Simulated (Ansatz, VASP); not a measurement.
# BaF2 in VASP and in Ansatz

The input INCAR:

```
PREC = Accurate
ENCUT = 600
EDIFF = 1E-6
ISMEAR = 0
SIGMA = 0.02
LREAL = False
LASPH = True
NELM = 120
ALGO = Normal
ISIF = 2
LWAVE = False
LCHARG = False
GGA = PE
NBANDS = 19
GGA_COMPAT = False
```

KPOINTS

```
regular mesh
0
Gamma
  6 6 6
```

The input POSCAR:

```
BaF2
1.0
    0.0000000000      3.0914533338      3.0914533338
    3.0914533338      0.0000000000      3.0914533338
    3.0914533338      3.0914533338      0.0000000000
Ba F
1 2
Direct
    0.0000000000      0.0000000000      0.0000000000
    0.2500000000      0.2500000000      0.2500000000
    0.7500000000      0.7500000000      0.7500000000
```

Input for Ansatz:

```yaml
crystal:
  lattice:
    - [0.0, 3.0914533337, 3.0914533337]
    - [3.0914533337, 0.0, 3.0914533337]
    - [3.0914533337, 3.0914533337, 0.0]
  atoms:
    - { symbol: Ba, position: [0.0, 0.0, 0.0] }
    - { symbol: F, position: [0.25, 0.25, 0.25] }
    - { symbol: F, position: [0.75, 0.75, 0.75] }
basis:
  ecutwfc: 420
kpoints:
  mp_grid: { grid: [6, 6, 6] }
hamiltonian:
  xc: pbe
scf:
  occupations: { method: gaussian, width: 0.02 }
output:
  forces: true
  stress: true
  eigenvalues: true
```

Alike in both runs: task single point; functional PBE; k mesh 6 × 6 × 6; occupations gaussian, width 0.02 eV; no spin polarisation.

```csv
,VASP,Ansatz
version,VASP 6.6.1,Ansatz 0.2.0
potentials or method,"VASP PAW PBE potentials, release 64 (Ba_sv, F), cutoff 600 eV","scalar-relativistic, plane waves, PAW"
valence electrons in the cell,24,24
```

VASP gave:

| Property | Result |
| --- | --- |
| gap on the k mesh at the Fermi level (eV) | 6.81 |
| least direct gap on the mesh (eV) | 6.88 |
| pressure (GPa) | 2.8 |

Task: Which values does Ansatz return?

Result: gap on the k mesh at the Fermi level (eV): 6.89; least direct gap on the mesh (eV): 6.97; pressure (GPa): 1.8.

Neither program's run includes spin-orbit coupling.
